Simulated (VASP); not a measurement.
# CaO (Fm-3m) in VASP: notebook, part 2 of 2

VASP 6.6.1. The steps go on from the part before.

### 3 Electric field gradients, PBEsol

The input, INCAR:

```
SYSTEM = CaO
ALGO     = Normal         ! electronic algorithm
EDIFF    = 1E-8           ! SCF threshold, eV
ENCUT    = 520            ! plane-wave cutoff, eV
GGA      = PS             ! functional
ISIF     = 2              ! what is computed and relaxed
ISMEAR   = -1             ! smearing method
LASPH    = .True.         ! aspherical terms in the spheres
LCHARG   = .False.        ! write CHGCAR
LEFG     = .True.       
LREAL    = .False.        ! projectors in reciprocal space
LWAVE    = .False.        ! write WAVECAR
NBANDS   = 15             ! bands
NELM     = 80             ! most SCF steps
PREC     = Accurate       ! precision mode
SIGMA    = 0.03           ! smearing width, eV
```

The input, KPOINTS:

```
k-points
0
Gamma
  9 9 9
  0 0 0
```

The input, POSCAR:

```
CaO
1.0
    0.0000000000      2.4490000000      2.4490000000
    2.4490000000      0.0000000000      2.4490000000
    2.4490000000      2.4490000000      0.0000000000
Ca O
1 1
Direct
    0.0000000000      0.0000000000      0.0000000000
    0.5000000000      0.5000000000      0.5000000000
```

Potentials or basis: VASP PAW PBE potentials, release 64 (Ca_sv, O).

The run is started by

```sh
> cat potpaw_PBE.64/Ca_sv/POTCAR potpaw_PBE.64/O/POTCAR > POTCAR
> mpirun -np 1 vasp_std > vasp.out
```

OUTCAR:

```text
SYSTEM = CaO
   EDIFF = 1E-8
   ENCUT = 520
   GGA = PS
   ISIF = 2
   ISMEAR = -1
   LASPH = .True.
   LREAL = .False.
   NELM = 80
   PREC = Accurate

 ion  position               nearest neighbor table
   1  0.000  0.000  0.000-   2 2.45   2 2.45   2 2.45   2 2.45   2 2.45   2 2.45
   2  0.500  0.500  0.500-   1 2.45   1 2.45   1 2.45   1 2.45   1 2.45   1 2.45

  LATTYP: Found a face centered cubic cell.
 ALAT       =     4.8980000000

  Lattice vectors:

 A1 = (   0.0000000000,   2.4490000000,   2.4490000000)
 A2 = (   2.4490000000,   0.0000000000,   2.4490000000)
 A3 = (   2.4490000000,   2.4490000000,   0.0000000000)

Analysis of symmetry for initial positions (statically):
=====================================================================
 Subroutine PRICEL returns:
 Original cell was already a primitive cell.

 Routine SETGRP: Setting up the symmetry group for a
 face centered cubic supercell.

 Subroutine GETGRP returns: Found 48 space group operations
 (whereof 48 operations were pure point group operations)
 out of a pool of 48 trial point group operations.

The static configuration has the point symmetry O_h .

Analysis of symmetry for dynamics (positions and initial velocities):
=====================================================================
 Subroutine PRICEL returns:
 Original cell was already a primitive cell.

 Routine SETGRP: Setting up the symmetry group for a
 face centered cubic supercell.

 Subroutine GETGRP returns: Found 48 space group operations
 (whereof 48 operations were pure point group operations)
 out of a pool of 48 trial point group operations.

The dynamic configuration has the point symmetry O_h .

 Subroutine INISYM returns: Found 48 space group operations
 (whereof 48 operations are pure point group operations),
 and found     1 'primitive' translations

----------------------------------------------------------------------------------------

                                     Primitive cell

  volume of cell :      29.3762

  direct lattice vectors                    reciprocal lattice vectors
     0.000000000  2.449000000  2.449000000    -0.204164965  0.204164965  0.204164965
     2.449000000  0.000000000  2.449000000     0.204164965 -0.204164965  0.204164965
     2.449000000  2.449000000  0.000000000     0.204164965  0.204164965 -0.204164965

  length of vectors
     3.463409014  3.463409014  3.463409014     0.353624093  0.353624093  0.353624093

  position of ions in fractional coordinates (direct lattice)
     0.000000000  0.000000000  0.000000000
     0.500000000  0.500000000  0.500000000

  ion indices of the primitive-cell ions
   primitive index   ion index
                 1           1
                 2           2

----------------------------------------------------------------------------------------

 KPOINTS: k-points

Automatic generation of k-mesh.
 Grid dimensions read from file:
 generate k-points for:    9    9    9

[... 81 lines left out ...]
   IMIX   =      4    mixing-type and parameters
     AMIX     =   0.40;   BMIX     =  1.00
     AMIX_MAG =   1.60;   BMIX_MAG =  1.00
  volume/ion in A,a.u.               =      14.69        99.12
  Fermi-wavevector in a.u.,A,eV,Ry     =   1.336953  2.526474 24.319632  1.787443
  Thomas-Fermi vector in A             =   2.465539
   LORBIT       =      0    0 simple, 1 ext, 2 COOP (PROOUT), +10 PAW based schemes
   GGA     = PS    functional components
   LHFCALC =     F    Hartree Fock is set to
   AEXX    =    0.0000 exact exchange contribution
   IVDW    =     0    specifies the selected vdW correction
   LEPSILON=     F    determine dielectric tensor
   LRPA    =     F    only Hartree local field effects (RPA)
 non-spin polarized calculation
  energy-cutoff  :      520.00
  volume of cell :       29.38
 maximum number of plane-waves:       809
 NGX is ok and might be reduce to    28
   NGX = 13   NGY = 13   NGZ = 13

 number of electron      16.0000005 magnetization

 Free energy of the ion-electron system (eV)
  ---------------------------------------------------
  ext. energy  EPLUGINS =         0.00000000
  ---------------------------------------------------
  free energy    TOTEN  =       -13.36074630 eV

  energy without entropy =      -13.36074630  energy(sigma->0) =      -13.36074630

 E-fermi :   2.5591     XC(G=0): -10.4574

 val. band max:        1.8837850141   @ k =   0.0000   0.0000   0.0000
 cond. band min:       5.4911266199   @ k =   0.4444   0.4444   0.0000
 fundamental gap:      3.6073416058
 Fermi energy:         2.5590632442

 k-point     1 :       0.0000    0.0000    0.0000
  band No.  band energies     occupation
      1     -35.7363      2.00000
      2     -16.6143      2.00000
      3     -16.6143      2.00000
      4     -16.6143      2.00000
      5     -13.4511      2.00000
      6       1.8838      2.00000
      7       1.8838      2.00000
      8       1.8838      2.00000
      9       6.0105      0.00000
     10       7.9411      0.00000
     11       7.9411      0.00000
     12       7.9411      0.00000
     13       9.3787      0.00000
     14       9.3787      0.00000
[... 401 lines left out ...]
      2     -17.1297      2.00000
      3     -16.8031      2.00000
      4     -16.8031      2.00000
      5     -13.1783      2.00000
      6       0.4838      2.00000
      7       1.4970      2.00000
      8       1.4970      2.00000
      9       5.4911      0.00000
     10       9.4339      0.00000
     11      10.4525      0.00000
     12      11.0313      0.00000
     13      11.0313      0.00000
     14      12.3153      0.00000
     15      14.8945      0.00000

 [... further k-points ...]

------------------------ aborting loop because EDIFF is reached ----------------------------------------

  FORCE on cell =-STRESS in cart. coord.  units (eV):
  Direction    XX          YY          ZZ          XY          YZ          ZX
  --------------------------------------------------------------------------------------
  -------------------------------------------------------------------------------------
  Total       -1.3583074     -1.3583074     -1.3583074      0.0000000      0.0000000      0.0000000
  in kB      -74.0819316    -74.0819316    -74.0819316      0.0000000      0.0000000      0.0000000
  external PRESSURE =     -74.0819316 kB  Pullay stress =       0.0000000 kB

 VOLUME and BASIS-vectors are now :
 -----------------------------------------------------------------------------
  energy-cutoff  :      520.00
  volume of cell :       29.38
      direct lattice vectors                 reciprocal lattice vectors
     0.000000000  2.449000000  2.449000000    -0.204164965  0.204164965  0.204164965
     2.449000000  0.000000000  2.449000000     0.204164965 -0.204164965  0.204164965
     2.449000000  2.449000000  0.000000000     0.204164965  0.204164965 -0.204164965

 POSITION                                       TOTAL-FORCE (eV/Angst)
 -----------------------------------------------------------------------------------
      0.00000      0.00000      0.00000         0.000000      0.000000      0.000000
      2.44900      2.44900      2.44900        -0.000000     -0.000000     -0.000000
 -----------------------------------------------------------------------------------
    total drift:                                0.000000      0.000000      0.000000

  FREE ENERGIE OF THE ION-ELECTRON SYSTEM (eV)
  ---------------------------------------------------
  free  energy   TOTEN  =       -13.3607463038 eV

  energy  without entropy=      -13.3607463038  energy(sigma->0) =      -13.36074630

 Electric field gradients (V/A^2)
---------------------------------------------------------------------
 ion       V_xx      V_yy      V_zz      V_xy      V_xz      V_yz
---------------------------------------------------------------------
   1       0.000     0.000    -0.000    -0.000    -0.000    -0.000
   2      -0.000     0.000    -0.000    -0.002    -0.002    -0.002
---------------------------------------------------------------------

 Electric field gradients after diagonalization (V/A^2)
 (convention: |V_zz| > |V_xx| > |V_yy|)
----------------------------------------------------------------------
 ion       V_xx      V_yy      V_zz     asymmetry (V_yy - V_xx)/ V_zz
----------------------------------------------------------------------
   1       0.000     0.000    -0.000       0.000
   2       0.002     0.002    -0.004       0.000
----------------------------------------------------------------------

           NMR quadrupolar parameters

 Cq : quadrupolar parameter    Cq=e*Q*V_zz/h
 eta: asymmetry parameters     (V_yy - V_xx)/ V_zz
 Q  : nuclear electric quadrupole moment in mb (millibarn)
----------------------------------------------------------------------
 ion       Cq(MHz)       eta       Q (mb)
----------------------------------------------------------------------
   1      -0.000       0.000       1.000
   2      -0.000       0.000       1.000
----------------------------------------------------------------------
```

It took 36 s on 1 thread of Intel Xeon 8259CL, shared host; peak memory 0.16 GiB.

What came out:

```yaml
Free_energy: -13.3607 eV
Pressure: -7.4 GPa
Band_gap_on_the_k_mesh: 3.61 eV (least direct gap 3.99 eV)
Largest_electric_field_gradient_by_atom: zero within the noise of the run
```

Levels at points of the mesh, in eV from the valence-band top:
| k point | band 6 | band 7 | band 8 | band 9 | band 10 | band 11 |
| --- | --- | --- | --- | --- | --- | --- |
| (0.00, 0.00, 0.00) | 0.00 | 0.00 | 0.00 | 4.13 | 6.06 | 6.06 |

Caveat: the cell stands under tension; the PAW data sets were made with another functional, which shifts forces and pressure a little; an odd mesh through Γ misses points on the zone boundary, where band edges can lie.

### 4 Electric field gradients, r2SCAN

POSCAR is that of step 3.

The input, INCAR.step1:

```
PREC = Accurate ; ENCUT = 520
ISMEAR = -1 ; SIGMA = 0.03
LREAL = False ; LASPH = True
NELM = 80 ; NBANDS = 15
GGA = PE ; ALGO = Normal
EDIFF = 1E-4 ; LWAVE = True
LCHARG = False
```

The input, INCAR.step2:

```
PREC = Accurate ; ENCUT = 520
EDIFF = 1E-8 ; ISMEAR = -1
SIGMA = 0.03 ; LREAL = False
LASPH = True ; NELM = 80
ALGO = Normal ; ISIF = 2
LWAVE = False ; LCHARG = False
METAGGA = R2SCAN ; LMIXTAU = True
LEFG = True ; NBANDS = 15
ISTART = 1
```

The input, KPOINTS:

```
regular mesh
0
Gamma
  9 9 9
```

Potentials or basis: VASP PAW PBE potentials, release 64 (Ca_sv, O).

The run is started by

```sh
> cat potpaw_PBE.64/Ca_sv/POTCAR potpaw_PBE.64/O/POTCAR > POTCAR
> cp INCAR.step1 INCAR
> mpirun -np 1 vasp_std > vasp.out
> cp INCAR.step2 INCAR
> mpirun -np 1 vasp_std > vasp.out
```

OUTCAR:

```text
PREC = Accurate
   ENCUT = 520
   EDIFF = 1E-8
   ISMEAR = -1
   LREAL = False
   LASPH = True
   NELM = 80
   ISIF = 2
   METAGGA = R2SCAN
   ISTART = 1

 ion  position               nearest neighbor table
   1  0.000  0.000  0.000-   2 2.45   2 2.45   2 2.45   2 2.45   2 2.45   2 2.45
   2  0.500  0.500  0.500-   1 2.45   1 2.45   1 2.45   1 2.45   1 2.45   1 2.45

  LATTYP: Found a face centered cubic cell.
 ALAT       =     4.8980000000

  Lattice vectors:

 A1 = (   0.0000000000,   2.4490000000,   2.4490000000)
 A2 = (   2.4490000000,   0.0000000000,   2.4490000000)
 A3 = (   2.4490000000,   2.4490000000,   0.0000000000)

Analysis of symmetry for initial positions (statically):
[... 642 lines left out ...]
  free  energy   TOTEN  =       -19.4267179828 eV

  energy  without entropy=      -19.4267179828  energy(sigma->0) =      -19.42671798

 Electric field gradients (V/A^2)
---------------------------------------------------------------------
 ion       V_xx      V_yy      V_zz      V_xy      V_xz      V_yz
---------------------------------------------------------------------
   1       0.000     0.000    -0.000    -0.000    -0.000    -0.000
   2      -0.000     0.000    -0.000    -0.002    -0.002    -0.002
---------------------------------------------------------------------

 Electric field gradients after diagonalization (V/A^2)
 (convention: |V_zz| > |V_xx| > |V_yy|)
----------------------------------------------------------------------
 ion       V_xx      V_yy      V_zz     asymmetry (V_yy - V_xx)/ V_zz
----------------------------------------------------------------------
   1       0.000     0.000    -0.000       0.000
   2       0.002     0.002    -0.004       0.000
----------------------------------------------------------------------

           NMR quadrupolar parameters

 Cq : quadrupolar parameter    Cq=e*Q*V_zz/h
 eta: asymmetry parameters     (V_yy - V_xx)/ V_zz
 Q  : nuclear electric quadrupole moment in mb (millibarn)
----------------------------------------------------------------------
 ion       Cq(MHz)       eta       Q (mb)
----------------------------------------------------------------------
   1      -0.000       0.000       1.000
   2      -0.000       0.000       1.000
----------------------------------------------------------------------
```

OUTCAR.step1:

```text
PREC = Accurate
   ENCUT = 520
   ISMEAR = -1
   LREAL = False
   LASPH = True
[... 653 lines left out ...]
      0.00000      0.00000      0.00000         0.000000     -0.000000      0.000000
      2.44900      2.44900      2.44900        -0.000000      0.000000     -0.000000
 -----------------------------------------------------------------------------------
    total drift:                                0.000000      0.000000      0.000000

  FREE ENERGIE OF THE ION-ELECTRON SYSTEM (eV)
  ---------------------------------------------------
  free  energy   TOTEN  =       -12.7948770581 eV

  energy  without entropy=      -12.7948770581  energy(sigma->0) =      -12.79487706
```

OSZICAR.step1:

```text
N       E                     dE             d eps       ncg     rms          rms(c)
DAV:   1     0.126508776090E+03    0.12651E+03   -0.82912E+03  1050   0.108E+03
DAV:   2    -0.906207191896E+01   -0.13557E+03   -0.12537E+03  1331   0.287E+02
DAV:   3    -0.143808747564E+02   -0.53188E+01   -0.52869E+01  1255   0.595E+01
DAV:   4    -0.145058424446E+02   -0.12497E+00   -0.12489E+00  1480   0.798E+00
DAV:   5    -0.145069638757E+02   -0.11214E-02   -0.11205E-02  1270   0.732E-01    0.857E+00
DAV:   6    -0.128860668893E+02    0.16209E+01   -0.53632E+00  1155   0.219E+01    0.377E+00
DAV:   7    -0.127982190757E+02    0.87848E-01   -0.43166E-01  1156   0.661E+00    0.182E+00
DAV:   8    -0.127953707575E+02    0.28483E-02   -0.78328E-02  1337   0.302E+00    0.404E-01
DAV:   9    -0.127941821167E+02    0.11886E-02   -0.42501E-03  1099   0.532E-01    0.114E-01
DAV:  10    -0.127949039175E+02   -0.72180E-03   -0.81344E-04  1247   0.250E-01    0.513E-02
DAV:  11    -0.127948770581E+02    0.26859E-04   -0.39976E-05   910   0.834E-02
   1 F= -.12794877E+02 E0= -.12794877E+02  d E =-.921129E-12
```

Run time: 2.6 min. Hardware: 1 thread of Intel Xeon 8259CL, shared host; peak memory 0.17 GiB.

Results:

- Free energy: -19.4267 eV
- Pressure: -5.7 GPa
- Band gap on the k mesh: 4.25 eV (least direct gap 4.63 eV)
- Largest electric field gradient by atom: zero within the noise of the run

Caveat: the cell stands under tension; the PAW data sets were made with another functional, which shifts forces and pressure a little; an odd mesh through Γ misses points on the zone boundary, where band edges can lie.

### 5 Summary

```csv
level,potentials or basis,gap on the mesh (eV),pressure (GPa)
LDA,"VASP PAW LDA potentials, release 64 (Ca_sv, O)",3.53,-11.2
PBEsol,"VASP PAW PBE potentials, release 64 (Ca_sv, O)",3.61,-7.4
r2SCAN,"VASP PAW PBE potentials, release 64 (Ca_sv, O)",4.25,-5.7
```

Alike in all rows: task electric field gradients; no spin polarisation; cell as given; k mesh 9 × 9 × 9; cutoff (eV) 520; smearing fermi-dirac 0.03 eV.

Caveats: the cell stands under tension; an odd mesh through Γ misses points on the zone boundary, where band edges can lie; the PAW data sets were made with another functional, which shifts forces and pressure a little (at least some runs).

Absolute energies hang on the potentials; compare differences alone.
